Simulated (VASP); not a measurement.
# NaC8 (P6/mmm) in VASP: density of states with PBE+D3(BJ)

Aim: the density of states of NaC8 with PBE+D3(BJ).

Everything below comes from runs of VASP 6.6.1. Logs are shortened: lines on timing, memory, paths and dates and some standing lists are left out, and cuts for length are marked.

## (1) The cell of the first run

It takes space group P6/mmm (No. 191, hexagonal). Conventional cell: a = 4.976 Å, b = 4.976 Å, c = 4.486 Å, α = 90.00°, β = 90.00°, γ = 120.00°. Na (site symmetry 6/mmm) has 12 C at 2.67 Å within 3.5 Å. C (site symmetry mm2) has 3 C at 1.43 to 1.44 Å within 1.9 Å. C (site symmetry -6m2) has 3 C at 1.43 Å within 1.9 Å.

## (2) Density of states, PBE+D3(BJ)

Input file POSCAR:

```
NaC8
1.0
    4.9759645509      0.0000000000      0.0000000000
   -2.4879822755      4.3093117094      0.0000000000
    0.0000000000      0.0000000000      4.4859972348
Na C
1 8
Direct
    0.0000000000      0.0000000000      0.5000000000
    0.3346974444      0.1673487222      0.0000000000
    0.3333333333      0.6666666667      0.0000000000
    0.8326512778      0.1673487222      0.0000000000
    0.8326512778      0.6653025556      0.0000000000
    0.1673487222      0.3346974444      0.0000000000
    0.1673487222      0.8326512778      0.0000000000
    0.6666666667      0.3333333333      0.0000000000
    0.6653025556      0.8326512778      0.0000000000
```

Input file INCAR.step1:

```
SYSTEM = NaC8
PREC = Accurate
ENCUT = 520
EDIFF = 1E-6
ISMEAR = 0
SIGMA = 0.1
LREAL = .False.
LASPH = .True.
NELM = 100
ALGO = Normal
ISIF = 2
LWAVE = .False.
LCHARG = .True.
GGA = PE
IVDW = 12
NBANDS = 30
```

Input file KPOINTS.step1:

```
Automatic mesh
0
Gamma
  9 9 8
  0 0 0
```

Input file INCAR.step2:

```
SYSTEM = NaC8
PREC = Accurate
ENCUT = 520
EDIFF = 1E-6
ISMEAR = -5
SIGMA = 0.1
LREAL = .False.
LASPH = .True.
NELM = 100
ALGO = Normal
ISIF = 2
LWAVE = .False.
LCHARG = .False.
GGA = PE
IVDW = 12
LORBIT = 11
NBANDS = 30
NEDOS = 1001
ICHARG = 11
```

Input file KPOINTS.step2:

```
Automatic mesh
0
Gamma
  14 14 12
  0 0 0
```

Potentials or basis: VASP PAW PBE potentials, release 64 (Na_pv, C).

Run with:

```bash
$ cat potpaw_PBE.64/Na_pv/POTCAR potpaw_PBE.64/C/POTCAR > POTCAR
$ cp INCAR.step1 INCAR
$ cp KPOINTS.step1 KPOINTS
$ mpirun -np 1 vasp_std > vasp.out
$ cp INCAR.step2 INCAR
$ cp KPOINTS.step2 KPOINTS
$ mpirun -np 1 vasp_std > vasp.out
```

OUTCAR:

```text
SYSTEM = NaC8
   PREC = Accurate
   ENCUT = 520
   EDIFF = 1E-6
   ISMEAR = -5
   LREAL = .False.
   LASPH = .True.
   NELM = 100
   ISIF = 2
   GGA = PE
   IVDW = 12
   LORBIT = 11
   ICHARG = 11
 IVDW          = 12

 ion  position               nearest neighbor table
   1  0.000  0.000  0.500-
   2  0.335  0.167  0.000-   8 1.43   7 1.44   6 1.44
   3  0.333  0.667  0.000-   7 1.43   9 1.43   6 1.43
   4  0.833  0.167  0.000-   8 1.43   6 1.44   9 1.44
   5  0.833  0.665  0.000-   8 1.43   7 1.44   9 1.44
   6  0.167  0.335  0.000-   3 1.43   4 1.44   2 1.44
   7  0.167  0.833  0.000-   3 1.43   5 1.44   2 1.44
   8  0.667  0.333  0.000-   4 1.43   2 1.43   5 1.43
   9  0.665  0.833  0.000-   3 1.43   4 1.44   5 1.44

  LATTYP: Found a hexagonal cell.
 ALAT       =     4.9759645509
 C/A-ratio  =     0.9015331980

  Lattice vectors:

 A1 = (   4.9759645509,   0.0000000000,   0.0000000000)
 A2 = (  -2.4879822755,   4.3093117094,   0.0000000000)
 A3 = (   0.0000000000,   0.0000000000,   4.4859972348)

Analysis of symmetry for initial positions (statically):
=====================================================================
 Subroutine PRICEL returns:
 Original cell was already a primitive cell.

 Routine SETGRP: Setting up the symmetry group for a
 hexagonal supercell.

 Subroutine GETGRP returns: Found 24 space group operations
 (whereof 24 operations were pure point group operations)
 out of a pool of 24 trial point group operations.

The static configuration has the point symmetry D_6h.

Analysis of symmetry for dynamics (positions and initial velocities):
=====================================================================
 Subroutine PRICEL returns:
 Original cell was already a primitive cell.

 Routine SETGRP: Setting up the symmetry group for a
 hexagonal supercell.

 Subroutine GETGRP returns: Found 24 space group operations
 (whereof 24 operations were pure point group operations)
 out of a pool of 24 trial point group operations.

The dynamic configuration has the point symmetry D_6h.

 Subroutine INISYM returns: Found 24 space group operations
 (whereof 24 operations are pure point group operations),
 and found     1 'primitive' translations

----------------------------------------------------------------------------------------

[... 127 lines left out ...]
     AMIX     =   0.40;   BMIX     =  1.00
     AMIX_MAG =   1.60;   BMIX_MAG =  1.00
  volume/ion in A,a.u.               =      10.69        72.13
  Fermi-wavevector in a.u.,A,eV,Ry     =   1.211662  2.289710 19.975064  1.468126
  Thomas-Fermi vector in A             =   2.347171
   LORBIT       =     11    0 simple, 1 ext, 2 COOP (PROOUT), +10 PAW based schemes
   GGA     = PE    functional components
   LHFCALC =     F    Hartree Fock is set to
   AEXX    =    0.0000 exact exchange contribution
   IVDW    =    12    specifies the selected vdW correction
   LEPSILON=     F    determine dielectric tensor
   LRPA    =     F    only Hartree local field effects (RPA)
 non-spin polarized calculation
 Fermi weights with tetrahedron method with Bloechl corrections
  energy-cutoff  :      520.00
  volume of cell :       96.19
 maximum number of plane-waves:      2609
 NGX is ok and might be reduce to    40

 number of electron      39.0000002 magnetization

 Free energy of the ion-electron system (eV)
  ---------------------------------------------------
  ext. energy  EPLUGINS =         0.00000000
  ---------------------------------------------------
  free energy    TOTEN  =       -74.94971565 eV

  energy without entropy =      -74.94971565  energy(sigma->0) =      -74.94971565

 E-fermi :   5.1779     XC(G=0):  -9.2077

 val. band max:        5.1723936455   @ k =   0.1429   0.0000   0.4167
 cond. band min:       5.1049065972   @ k =   0.0000   0.0000   0.3333
 fundamental gap:     -0.0674870483
 Fermi energy:         5.1778687685

 k-point     1 :       0.0000    0.0000    0.0000
  band No.  band energies     occupation
      1     -20.7595      2.00000
      2     -20.7595      2.00000
      3     -20.7557      2.00000
      4     -15.4824      2.00000
      5     -10.3341      2.00000
      6     -10.3340      2.00000
[... 781 lines left out ...]
     29      13.8333      0.00000
     30      13.9465      0.00000

 [... further k-points ...]

------------------------ aborting loop because EDIFF is reached ----------------------------------------

 Edisp (eV)   -1.17259

 E8    (eV) :    -0.3890

  FORCE on cell =-STRESS in cart. coord.  units (eV):
  Direction    XX          YY          ZZ          XY          YZ          ZX
  --------------------------------------------------------------------------------------
  -------------------------------------------------------------------------------------
  Total       0.17350     0.17350     0.12151    -0.00000     0.00000     0.00000
  in kB       2.88977     2.88977     2.02390    -0.00000     0.00000     0.00000
  external pressure =        2.60 kB  Pullay stress =        0.00 kB

 VOLUME and BASIS-vectors are now :
 -----------------------------------------------------------------------------
  energy-cutoff  :      520.00
  volume of cell :       96.19
      direct lattice vectors                 reciprocal lattice vectors
     4.975964551  0.000000000  0.000000000     0.200966062  0.116027810  0.000000000
    -2.487982275  4.309311709  0.000000000     0.000000000  0.232055620  0.000000000
     0.000000000  0.000000000  4.485997235     0.000000000  0.000000000  0.222915875

 POSITION                                       TOTAL-FORCE (eV/Angst)
 -----------------------------------------------------------------------------------
      0.00000      0.00000      2.24300        -0.000000     -0.000000      0.000000
      1.24908      0.72116      0.00000         0.003633      0.002098     -0.000000
     -0.00000      2.87287      0.00000        -0.000000     -0.000000      0.000000
      3.72688      0.72116      0.00000        -0.003633      0.002098      0.000000
      2.48798      2.86700      0.00000         0.000000     -0.004195      0.000000
     -0.00000      1.44232      0.00000        -0.000000      0.004195     -0.000000
     -1.23890      3.58815      0.00000         0.003633     -0.002098      0.000000
      2.48798      1.43644      0.00000        -0.000000     -0.000000      0.000000
      1.23890      3.58815      0.00000        -0.003633     -0.002098      0.000000
 -----------------------------------------------------------------------------------
    total drift:                                0.000000     -0.000000      0.000000

  FREE ENERGIE OF THE ION-ELECTRON SYSTEM (eV)
  ---------------------------------------------------
  free  energy   TOTEN  =       -76.1223050585 eV

  energy  without entropy=      -76.1223050585  energy(sigma->0) =      -76.12230506

 total charge

# of ion       s       p       d       tot
------------------------------------------
    1        0.040   5.987   0.000   6.026
    2        0.850   1.787   0.000   2.637
    3        0.853   1.784   0.000   2.637
    4        0.850   1.787   0.000   2.637
    5        0.850   1.787   0.000   2.637
    6        0.850   1.787   0.000   2.637
    7        0.850   1.787   0.000   2.637
    8        0.853   1.784   0.000   2.637
    9        0.850   1.787   0.000   2.637
--------------------------------------------------
tot          6.846  20.275   0.000  27.121
```

OUTCAR.step1:

```text
SYSTEM = NaC8
   PREC = Accurate
   ENCUT = 520
   EDIFF = 1E-6
   ISMEAR = 0
   LREAL = .False.
   LASPH = .True.
   NELM = 100
[... 1047 lines left out ...]
     -1.23890      3.58815      0.00000         0.001094     -0.000632     -0.000000
      2.48798      1.43644      0.00000        -0.000000     -0.000000     -0.000000
      1.23890      3.58815      0.00000        -0.001094     -0.000632     -0.000000
 -----------------------------------------------------------------------------------
    total drift:                                0.000000     -0.000000      0.000000

  FREE ENERGIE OF THE ION-ELECTRON SYSTEM (eV)
  ---------------------------------------------------
  free  energy   TOTEN  =       -76.1147718170 eV

  energy  without entropy=      -76.1014399191  energy(sigma->0) =      -76.10810587
```

OSZICAR.step1:

```text
N       E                     dE             d eps       ncg     rms          rms(c)
DAV:   1     0.271930124710E+03    0.27193E+03   -0.18654E+04  3608   0.128E+03
DAV:   2    -0.530109952236E+02   -0.32494E+03   -0.30564E+03  4078   0.331E+02
DAV:   3    -0.800563644093E+02   -0.27045E+02   -0.26625E+02  4562   0.101E+02
DAV:   4    -0.807608113772E+02   -0.70445E+00   -0.70019E+00  4690   0.170E+01
DAV:   5    -0.807822435911E+02   -0.21432E-01   -0.21403E-01  5224   0.285E+00    0.124E+01
DAV:   6    -0.763259722266E+02    0.44563E+01   -0.42310E+00  4280   0.118E+01    0.717E+00
DAV:   7    -0.749055700939E+02    0.14204E+01   -0.50779E+00  4448   0.102E+01    0.225E+00
DAV:   8    -0.749395656218E+02   -0.33996E-01   -0.17022E-01  4054   0.233E+00    0.360E-01
DAV:   9    -0.749400647364E+02   -0.49911E-03   -0.16322E-02  4444   0.708E-01    0.182E-01
DAV:  10    -0.749418996503E+02   -0.18349E-02   -0.17560E-03  4230   0.244E-01    0.483E-02
DAV:  11    -0.749421678106E+02   -0.26816E-03   -0.44480E-04  4280   0.107E-01    0.174E-02
DAV:  12    -0.749421819040E+02   -0.14093E-04   -0.65508E-05  4484   0.401E-02    0.791E-03
DAV:  13    -0.749421824103E+02   -0.50630E-06   -0.70403E-06  4412   0.161E-02
   1 F= -.76114772E+02 E0= -.76108106E+02  d E =-.133319E-01
```

Run time: 3.9 min. Hardware: 1 thread of Intel Xeon 6975P-C (Granite Rapids), shared host; peak memory 0.46 GiB.

Results:

| Property | Result |
| --- | --- |
| Valence electrons inside the program's atomic spheres | Na 6.03; C 2.64 |
| Dispersion energy per atom | -0.130 eV |

Caveat: pairwise dispersion overbinds metals, which lowers pressure and volume; tetrahedron occupations give inexact forces and stress in metals.
